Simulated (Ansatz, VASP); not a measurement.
## Two plane-wave programs on Hf2SeS3

```xyz
6
Lattice="4.4803 0.0000 0.0000 -2.2402 3.8801 0.0000 0.0000 0.0000 6.7664" Properties=species:S:1:pos:R:3 pbc="T T T"
Hf    2.2402    1.2934    4.6697
Hf    0.0000    2.5867    2.0968
Se    0.0000    0.0000    0.0000
S     0.0000    0.0000    3.3832
S     2.2402    1.2934    2.0871
S     0.0000    2.5867    4.6794
```

Change from the starting cell: species swapped into the Sr2H3I type (P-3m1, No. 164).

Alike in both runs: functional PBE; k mesh 6 × 6 × 4; occupations gaussian, width 0.1 eV; no spin polarisation.

Ansatz relaxed the structure, and its values are those at the end. VASP's run is a single point on that final structure, the one shown.

|  | VASP | Ansatz |
| --- | --- | --- |
| version | VASP 6.6.1 | Ansatz 0.2.0 |
| potentials or method | VASP PAW PBE potentials, release 64 (Hf_pv, Se, S), cutoff 520 eV | scalar-relativistic, plane waves, PAW |
| valence electrons in the cell | 44 | 86 |

|  | VASP | Ansatz | Ansatz less VASP |
| --- | --- | --- | --- |
| gap on the k mesh at the Fermi level (eV) | none | none | - |
| pressure (GPa) | -0.9 | -0.2 | +0.72 |
| rms of the force components (eV/Å) | 0.042 | 0.010 | -0.0315 |

A gap of «none» marks a metal or a gap that the smearing closes. VASP's potentials hold 44 valence electrons a cell and Ansatz's 86, so a difference there can come from the potentials and not from the codes.

Neither program's run includes spin-orbit coupling.
